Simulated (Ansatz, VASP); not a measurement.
# Two plane-wave programs on AlN

```
Al N
1.0
     0.00000    2.03579    2.03579
     2.03579    0.00000    2.03579
     2.03579    2.03579    0.00000
Al N
1 1
Cartesian
  2.0358 2.0358 2.0358
  0.0000 0.0000 0.0000
```

Change from the starting cell: species swapped into the KCl type (Fm-3m, No. 225).

Alike in both runs: functional PBE; k mesh 5 × 5 × 5; occupations gaussian, width 0.15 eV; no spin polarisation.

Ansatz relaxed the structure, and its values are those at the end. VASP's run is a single point on that final structure, the one shown.

```csv
,VASP,Ansatz
version,VASP 6.6.1,Ansatz 0.2.0
potentials or method,"VASP PAW PBE potentials, release 64 (Al, N), cutoff 600 eV","scalar-relativistic, plane waves, PAW"
valence electrons in the cell,8,8
```

```tsv
	VASP	Ansatz	Ansatz less VASP
gap on the k mesh at the Fermi level (eV)	5.01	5.03	+0.022
least direct gap on the mesh (eV)	5.37	5.36	-0.011
pressure (GPa)	-0.6	-0.2	+0.40
```

The k mesh is coarse, so the values compare programs but aren't converged.
